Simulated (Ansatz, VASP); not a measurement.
Zn2N: VASP beside Ansatz

INCAR

```
SYSTEM = Zn2N
  ALGO = Normal
  EDIFF = 1E-6
  EDIFFG = -0.01
  ENCUT = 600
  GGA = PE
  IBRION = 2
  ISIF = 3
  ISMEAR = 0
  LASPH = .TRUE.
  LCHARG = .FALSE.
  LREAL = .FALSE.
  LWAVE = .FALSE.
  NELM = 80
  NSW = 100
  PREC = Accurate
  SIGMA = 0.1
```

The input KPOINTS:

```
k-points
0
G
  14 14 12
  0 0 0
```

File POSCAR:

```
Zn2N
1.0
    3.1232866475      0.0000000000      0.0000000000
    0.0000000000      3.1232866475      0.0000000000
    0.0000000000      0.0000000000      3.9543701449
Zn N
2 1
Direct
    0.0000000000      0.0000000000      0.0000000000
    0.5000000000      0.5000000000      0.5000000000
    0.5000000000      0.5000000000      0.0000000000
```

Input for Ansatz:

```yaml
crystal:
  lattice:
    - [3.1232866475, 0.0, 0.0]
    - [0.0, 3.1232866475, 0.0]
    - [0.0, 0.0, 3.9543701449]
  atoms:
    - { symbol: Zn, position: [0.0, 0.0, 0.0] }
    - { symbol: Zn, position: [0.5, 0.5, 0.5] }
    - { symbol: "N", position: [0.5, 0.5, 0.0] }
basis:
  ecutwfc: 420
kpoints:
  mp_grid: { grid: [14, 14, 12] }
hamiltonian:
  xc: pbe
scf:
  occupations: { method: gaussian, width: 0.1 }
output:
  forces: true
  stress: true
  eigenvalues: true
  write_density: true
  write_potential: true
  elf: true
  volumetric_format: npy
relax:
  adjacent_minimum: "off"
  f_tol: 0.01
  max_steps: 80
  cell: { stress_tol: 0.05 }
```

Alike in both runs: task relaxation of cell and atoms; functional PBE; k mesh 14 × 14 × 12; occupations gaussian, width 0.1 eV; no spin polarisation.

|  | VASP | Ansatz |
| --- | --- | --- |
| version | VASP 6.6.1 | Ansatz 0.2.0 |
| potentials or method | VASP PAW PBE potentials, release 64 (Zn, N), cutoff 600 eV | scalar-relativistic, plane waves, PAW |
| valence electrons in the cell | 29 | 29 |

|  | VASP | Ansatz | Ansatz less VASP |
| --- | --- | --- | --- |
| gap on the k mesh at the Fermi level, each at its own relaxed structure (eV) | none | none | - |
| relaxed volume (Å³/atom) | 12.87 | 12.82 | -0.059 |
| relaxed length of the cell vector where the two differ most in proportion (Å) | 4.032 | 4.010 | -0.0214 |

A gap of «none» marks a metal or a gap that the smearing closes.
